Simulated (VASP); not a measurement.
# Sb (Im-3m) in VASP: further runs, part 2 of 2

VASP 6.6.1. Earlier steps stand in the parts before.

## Step 3: Single point, r2SCAN

This run uses another cell than the first one, of 27.08 Å³/atom, 2.333 times its volume.

POSCAR reads:

```
Sb
1.0
   -1.8917908998      1.8917908998      1.8917908998
    1.8917908998     -1.8917908998      1.8917908998
    1.8917908998      1.8917908998     -1.8917908998
Sb
1
Direct
    0.0000000000      0.0000000000      0.0000000000
```

INCAR.step1 reads:

```
SYSTEM = Sb
PREC = Accurate
ENCUT = 520
ISMEAR = 0
SIGMA = 0.1
LREAL = .False.
LASPH = .True.
NELM = 80
NBANDS = 8
GGA = PE
ALGO = Normal
EDIFF = 1E-4
LWAVE = .True.
LCHARG = .False.
```

INCAR.step2 reads:

```
SYSTEM = Sb
PREC = Accurate
ENCUT = 520
EDIFF = 1E-6
ISMEAR = 0
SIGMA = 0.1
LREAL = .False.
LASPH = .True.
NELM = 80
ALGO = Normal
ISIF = 2
LWAVE = .False.
LCHARG = .False.
METAGGA = R2SCAN
LMIXTAU = .True.
NBANDS = 8
ISTART = 1
```

KPOINTS reads:

```
Automatic mesh
0
Gamma
  10 10 10
  0 0 0
```

Potentials or basis: VASP PAW PBE potentials, release 64 (Sb).

Started as:

```
cat potpaw_PBE.64/Sb/POTCAR > POTCAR
cp INCAR.step1 INCAR
mpirun -np 1 vasp_std > vasp.out
cp INCAR.step2 INCAR
mpirun -np 1 vasp_std > vasp.out
```

It took 32 s on 1 thread of Intel Xeon 8259CL, shared host; peak memory 0.14 GiB.

The run converged. Its results:

```
Free energy : -25.3359 eV
Pressure    : 0.2 GPa
```

Levels at points of the mesh, in eV from the Fermi level:
```
           k point  band 1  band 2  band 3  band 4  band 5  band 6  band 7  band 8
(0.00, 0.00, 0.00)  -13.39    5.75    5.75    5.75   10.96   10.96   10.96   12.68
(0.50, 0.00, 0.00)   -9.12   -5.82    1.70    4.04    7.02    7.27   14.74   15.83
(0.50, 0.50, 0.50)   -5.62   -2.17   -2.17   -2.17    3.41    3.41   18.35   18.35
```

Caveat: the PAW data sets were made with another functional, which shifts forces and pressure a little; spin-orbit coupling is left out, which moves the levels of the heavy elements.

## Step 4: Relaxation of cell and atoms, r2SCAN

POSCAR reads:

```
Sb
1.0
   -1.4263035032      1.4263035032      1.4263035032
    1.4263035032     -1.4263035032      1.4263035032
    1.4263035032      1.4263035032     -1.4263035032
Sb
1
Direct
    0.0000000000      0.0000000000      0.0000000000
```

INCAR.step1 reads:

```
ALGO = Normal
EDIFF = 1E-4
ENCUT = 600
GGA = PE
ISMEAR = 0
LASPH = T
LCHARG = F
LREAL = F
LWAVE = T
NELM = 60
PREC = Accurate
SIGMA = 0.1
```

INCAR.step2 reads:

```
ALGO = Normal
EDIFF = 1E-6
EDIFFG = -0.05
ENCUT = 600
IBRION = 2
ISIF = 3
ISMEAR = 0
ISTART = 1
LASPH = T
LCHARG = F
LMIXTAU = T
LREAL = F
LWAVE = F
METAGGA = R2SCAN
NELM = 60
NSW = 80
PREC = Accurate
SIGMA = 0.1
```

KPOINTS reads:

```
k-points
0
Gamma
  10 10 10
```

Potentials or basis: VASP PAW PBE potentials, release 64 (Sb).

Started as:

```
cat potpaw_PBE.64/Sb/POTCAR > POTCAR
cp INCAR.step1 INCAR
mpirun -np 1 vasp_std > vasp.out
cp INCAR.step2 INCAR
mpirun -np 1 vasp_std > vasp.out
```

OUTCAR:

```text
EDIFF = 1E-6
   EDIFFG = -0.05
   ENCUT = 600
   IBRION = 2
   ISIF = 3
   ISMEAR = 0
   ISTART = 1
   LASPH = T
   LREAL = F
   METAGGA = R2SCAN
   NELM = 60
   NSW = 80
   PREC = Accurate

 ion  position               nearest neighbor table
   1  0.000  0.000  0.000-

  LATTYP: Found a body centered cubic cell.
 ALAT       =     2.8526070064

  Lattice vectors:

 A1 = (  -1.4263035032,   1.4263035032,   1.4263035032)
 A2 = (   1.4263035032,  -1.4263035032,   1.4263035032)
 A3 = (   1.4263035032,   1.4263035032,  -1.4263035032)

Analysis of symmetry for initial positions (statically):
=====================================================================
 Subroutine PRICEL returns:
[... 160 lines left out ...]
--------------------------------------- Ionic step        1  -------------------------------------------

 number of electron       4.9999999 magnetization

 Free energy of the ion-electron system (eV)
  ---------------------------------------------------
  ext. energy  EPLUGINS =         0.00000000
  ---------------------------------------------------
  free energy    TOTEN  =       -17.16851371 eV

  energy without entropy =      -17.16657932  energy(sigma->0) =      -17.16754651

 E-fermi :  25.5711     XC(G=0): -15.2805

 val. band max:       25.3065481408   @ k =  -0.4000   0.4000   0.2000
 cond. band min:      25.5992660137   @ k =   0.2000   0.2000   0.1000
 fundamental gap:      0.2927178729
 Fermi energy:        25.5711314845
[... 910 lines left out ...]
--------------------------------------- Ionic step        8  -------------------------------------------

 number of electron       5.0000000 magnetization

 Free energy of the ion-electron system (eV)
  ---------------------------------------------------
  ext. energy  EPLUGINS =         0.00000000
  ---------------------------------------------------
  free energy    TOTEN  =       -25.33363278 eV

  energy without entropy =      -25.32739828  energy(sigma->0) =      -25.33051553

 E-fermi :   8.2377     XC(G=0): -10.7256

 val. band max:        8.2158887920   @ k =  -0.3000   0.4000   0.1000
 cond. band min:       8.2525860097   @ k =   0.3000   0.1000   0.1000
 fundamental gap:      0.0366972177
 Fermi energy:         8.2376822448
[... 244 lines left out ...]
  FREE ENERGIE OF THE ION-ELECTRON SYSTEM (eV)
  ---------------------------------------------------
  free  energy   TOTEN  =       -25.3336327839 eV

  energy  without entropy=      -25.3273982808  energy(sigma->0) =      -25.33051553

 reached required accuracy - stopping structural energy minimisation
```

OUTCAR.step1:

```text
EDIFF = 1E-4
   ENCUT = 600
   GGA = PE
   ISMEAR = 0
   LASPH = T
[... 431 lines left out ...]

 POSITION                                       TOTAL-FORCE (eV/Angst)
 -----------------------------------------------------------------------------------
      0.00000      0.00000      0.00000         0.000000     -0.000000      0.000000
 -----------------------------------------------------------------------------------
    total drift:                                0.000000     -0.000000     -0.000000

  FREE ENERGIE OF THE ION-ELECTRON SYSTEM (eV)
  ---------------------------------------------------
  free  energy   TOTEN  =         4.3033609529 eV

  energy  without entropy=        4.3055512309  energy(sigma->0) =        4.30445609
```

Wall time 6.5 min (1 thread of Intel Xeon 8259CL, shared host); peak memory 0.13 GiB.

What came out:

```
Free energy                            : -25.3336 eV
Relaxed volume                         : 27.19 Å³/atom
Relaxed cell                           : a = 3.281 Å, b = 3.281 Å, c = 3.281 Å, α = 109.47°, β = 109.47°, γ = 109.47°
Space group after relaxing (to 0.05 Å) : Im-3m (No. 229)
Energy gained by relaxing              : 8165.1 meV/atom
Ionic steps                            : 8
Pressure after relaxing                : -0.1 GPa
```

Step by step:
```csv
step,energy change (eV),largest force (eV/Å),pressure (GPa),volume (Å³)
1,0.0000,0.0000,381.09,11.61
2,-4.5265,0.0000,-1.24,147.16
3,-4.6091,0.0000,-1.49,137.42
4,-4.7121,0.0000,-1.82,127.42
5,-7.0497,0.0000,-9.66,48.55
6,-8.1514,0.0000,3.39,25.83
7,-8.1480,0.0000,-3.46,28.79
8,-8.1651,0.0000,-0.07,27.19
```

Final structure:
```
Sb
1.0
    -1.89430    1.89430    1.89430
     1.89430   -1.89430    1.89430
     1.89430    1.89430   -1.89430
Sb
1
Direct
  0.00000 0.00000 0.00000
```

Levels at points of the mesh, in eV from the Fermi level:
| k point | band 1 | band 2 | band 3 | band 4 | band 5 | band 6 |
| --- | --- | --- | --- | --- | --- | --- |
| (0.00, 0.00, 0.00) | -13.35 | 5.72 | 5.72 | 5.72 | 10.94 | 10.94 |
| (0.50, 0.00, 0.00) | -9.11 | -5.80 | 1.69 | 4.02 | 7.00 | 7.27 |
| (0.50, 0.50, 0.50) | -5.64 | -2.16 | -2.16 | -2.16 | 3.42 | 3.42 |

Caveat: the volume moved by over 15 % at a fixed basis, so the end points are rough; the PAW data sets were made with another functional, which shifts forces and pressure a little; spin-orbit coupling is left out, which moves the levels of the heavy elements.

## Step 5: Overview

```tsv
task	cell	k mesh	cutoff (eV)	gap on the mesh (eV)	pressure (GPa)
single point	a = 2.470 Å, angles 109.5°, 1 atom	8 × 8 × 8	520	none	379.8
single point	a = 3.277 Å, angles 109.5°, 1 atom	10 × 10 × 10	520	none	0.2
relaxation of cell and atoms	relaxed from a = 2.470 Å, angles 109.5°, 1 atom	10 × 10 × 10	600	none	-0.1
```

Alike in all rows: level r2SCAN; potentials or basis VASP PAW PBE potentials, release 64 (Sb); no spin polarisation; smearing gaussian 0.1 eV.

Caveats: some runs use coarse meshes; the PAW data sets were made with another functional, which shifts forces and pressure a little; spin-orbit coupling is left out, which moves the levels of the heavy elements; the volume moved by over 15 % at a fixed basis, so the end points are rough (some runs).

Total energies depend on the potentials used, so only differences within one code and one set of settings carry meaning.
